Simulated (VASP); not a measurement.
A run of VASP 6.6.1 is set up as follows.

The input INCAR:

```
PREC = Accurate
ENCUT = 500
EDIFF = 1E-6
ISMEAR = 0
SIGMA = 0.01
LREAL = F
LASPH = T
NELM = 120
ALGO = Normal
ISIF = 2
LWAVE = F
LCHARG = F
GGA = PE
NBANDS = 15
GGA_COMPAT = F
```

KPOINTS

```
Automatic mesh
0
Gamma
  4 4 4
```

File POSCAR:

```
CsI
1.0
    4.6678435250      0.0000000000      0.0000000000
    0.0000000000      4.6678435250      0.0000000000
    0.0000000000      0.0000000000      4.6678435250
Cs I
1 1
Direct
    0.0000000000      0.0000000000      0.0000000000
    0.5000000000      0.5000000000      0.5000000000
```

Potentials or basis: VASP PAW PBE potentials, release 64 (Cs_sv, I).

The run is started by

```bash
$ cat potpaw_PBE.64/Cs_sv/POTCAR potpaw_PBE.64/I/POTCAR > POTCAR
$ mpirun -np 1 vasp_std > vasp.out
```

(1) Estimate the pressure.

(2) What does it give for the band gap on the k mesh?

## Answers

(1) 0.0 GPa.

(2) 3.67 eV, indirect (least direct gap 3.77 eV).

Caveat: spin-orbit coupling is left out, which moves the levels of the heavy elements.
